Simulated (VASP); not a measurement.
Runs of VASP 6.6.1 on Si2Sb2Se. The structure is that of space group P-3m1 (No. 164), or close to it. The cells are those of the table. 

| task | cell | k mesh | cutoff (eV) | gap on the mesh (eV) | pressure (GPa) | largest force (eV/Å) |
| --- | --- | --- | --- | --- | --- | --- |
| single point | a = 3.769, b = 3.769, c = 9.234 Å, angles 90.0, 90.0, 120.0°, 5 atoms | 12 × 12 × 4 | 520 | none | -0.1 | 0.01 |
| relaxation of cell and atoms | relaxed from a = 4.672, b = 4.672, c = 7.672 Å, angles 90.0, 90.0, 120.0°, 5 atoms | 6 × 6 × 2 | 600 | none | -0.2 | 0.02 |
| single point | a = 3.808, b = 3.808, c = 9.091 Å, angles 90.0, 90.0, 120.0°, 5 atoms | 6 × 6 × 2 | 520 | none | -0.1 | 0.01 |
| single point | a = 4.672, b = 4.672, c = 7.672 Å, angles 90.0, 90.0, 120.0°, 5 atoms | 6 × 6 × 2 | 520 | none | (a) | 0.19 |

Alike in all rows: level PBE; potentials or basis VASP PAW PBE potentials, release 64 (Si, Sb, Se); no spin polarisation; smearing gaussian 0.1 eV.

Problem. Fill in the values left out.

Solution. (a) -5.1.

Caveats: some runs use coarse meshes; spin-orbit coupling is left out, which moves the levels of the heavy elements.

A k mesh can miss the band edges, and the runs leave out spin-orbit coupling on Sb, Se.

A gap of «none» marks levels without a gap at the run's occupations.
